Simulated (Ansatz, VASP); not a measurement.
# Al2Cu in VASP and in Ansatz

The input INCAR:

```
SYSTEM = Al2Cu
PREC     = Accurate       ! precision mode
ENCUT    = 520            ! plane-wave cutoff, eV
EDIFF    = 1E-7           ! SCF threshold, eV
ISMEAR   = 0              ! smearing method
SIGMA    = 0.15           ! smearing width, eV
LREAL    = .False.        ! projectors in reciprocal space
LASPH    = .True.         ! aspherical terms in the spheres
NELM     = 80             ! most SCF steps
ALGO     = Fast           ! electronic algorithm
ISIF     = 2              ! what is computed and relaxed
LWAVE    = .False.        ! write WAVECAR
LCHARG   = .True.         ! write CHGCAR
GGA      = PS             ! functional
LELF     = .True.         ! ELF
LVHAR    = .True.       
NBANDS   = 26             ! bands
```

Contents of KPOINTS:

```
regular mesh
0
Gamma
  12 12 12
  0 0 0
```

POSCAR

```
Al2Cu
1.0
   -2.9965506908      3.0265161977      2.4139243088
    2.9965506908     -3.0265161977      2.4139243088
    2.9965506908      3.0265161977     -2.4139243088
Al Cu
4 2
Direct
    0.1593199577      0.6593199577      0.8186399154
    0.6593199577      0.8406800423      0.5000000000
    0.8406800423      0.3406800423      0.1813600846
    0.3406800423      0.1593199577      0.5000000000
    0.7500000000      0.7500000000      0.0000000000
    0.2500000000      0.2500000000      0.0000000000
```

Input for Ansatz:

```yaml
crystal:
  lattice:
    - [-2.9965506908, 3.0265161977, 2.4139243088]
    - [2.9965506908, -3.0265161977, 2.4139243088]
    - [2.9965506908, 3.0265161977, -2.4139243088]
  atoms:
    - { symbol: Al, position: [0.1593199577, 0.6593199577, 0.8186399154] }
    - { symbol: Al, position: [0.6593199577, 0.8406800423, 0.5] }
    - { symbol: Al, position: [0.8406800423, 0.3406800423, 0.1813600846] }
    - { symbol: Al, position: [0.3406800423, 0.1593199577, 0.5] }
    - { symbol: Cu, position: [0.75, 0.75, 0.0] }
    - { symbol: Cu, position: [0.25, 0.25, 0.0] }
basis:
  ecutwfc: 420
kpoints:
  mp_grid: { grid: [12, 12, 12] }
hamiltonian:
  xc: pbesol
scf:
  occupations: { method: gaussian, width: 0.15 }
output:
  forces: true
  stress: true
  eigenvalues: true
```

Change from the starting cell: strain +0.0100 x Voigt [0, 1, 0, 0, 0, 0], atoms carried along.

Alike in both runs: task single point; functional PBEsol; k mesh 12 × 12 × 12; occupations gaussian, width 0.15 eV; no spin polarisation.

```csv
,VASP,Ansatz
version,VASP 6.6.1,Ansatz 0.2.0
potentials or method,"VASP PAW PBE potentials, release 64 (Al, Cu), cutoff 520 eV","scalar-relativistic, plane waves, PAW"
valence electrons in the cell,34,50
```

```tsv
	VASP	Ansatz	Ansatz less VASP
gap on the k mesh at the Fermi level (eV)	none	none	-
pressure (GPa)	-0.7	-1.0	-0.30
traceless stress, the component that is largest in VASP (GPa)	-0.68	-0.67	+0.006
rms of the force components (eV/Å)	0.021	0.020	-0.0010
```

VASP's potentials were made for PBE, not for PBEsol. Atom by atom the forces differ by 0.001 eV/Å (rms over components). A gap of «none» marks a metal or a gap that the smearing closes. With one functional, cell and mesh, what is left measures potentials, basis and numerics. VASP's potentials hold 34 valence electrons a cell and Ansatz's 50, so a difference there can come from the potentials and not from the codes.
